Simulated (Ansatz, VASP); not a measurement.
## Rb in VASP and in Ansatz

Contents of INCAR:

```
PREC = Accurate ; ENCUT = 520
EDIFF = 1E-7 ; ISMEAR = 0
SIGMA = 0.1 ; LREAL = F
LASPH = T ; NELM = 100
ALGO = Normal ; ISIF = 2
LWAVE = F ; LCHARG = T
GGA = PE ; LELF = T
LVHAR = T ; NBANDS = 10
```

File KPOINTS:

```
Automatic mesh
0
Gamma
  10 10 10
```

File POSCAR:

```
Rb
1.0
   -2.7582625718      2.7582625718      2.7582625718
    2.7582625718     -2.7582625718      2.7582625718
    2.7582625718      2.7582625718     -2.7582625718
Rb
1
Direct
    0.0000000000      0.0000000000      0.0000000000
```

Input for Ansatz:

```yaml
crystal:
  lattice:
    - [-2.7582625718, 2.7582625718, 2.7582625718]
    - [2.7582625718, -2.7582625718, 2.7582625718]
    - [2.7582625718, 2.7582625718, -2.7582625718]
  atoms:
    - { symbol: Rb, position: [0.0, 0.0, 0.0] }
basis: {}
kpoints:
  mp_grid: { grid: [10, 10, 10] }
hamiltonian:
  xc: pbe
  pseudopotentials: { kind: all_electron, lapw: {} }
scf:
  occupations: { method: gaussian, width: 0.1 }
output:
  forces: true
  stress: true
  eigenvalues: true
```

Alike in both runs: task single point; functional PBE; k mesh 10 × 10 × 10; occupations gaussian, width 0.1 eV; no spin polarisation.

|  | VASP | Ansatz |
| --- | --- | --- |
| version | VASP 6.6.1 | Ansatz 0.2.0 |
| potentials or method | VASP PAW PBE potentials, release 64 (Rb_sv), cutoff 520 eV | scalar-relativistic, all-electron LAPW |

|  | VASP | Ansatz | Ansatz less VASP |
| --- | --- | --- | --- |
| gap on the k mesh at the Fermi level (eV) | none | none | - |
| pressure (GPa) | 0.3 | 0.3 | 0.00 |

A gap of «none» marks a metal or a gap that the smearing closes. Ansatz ran all-electron here, and VASP with PAW potentials.
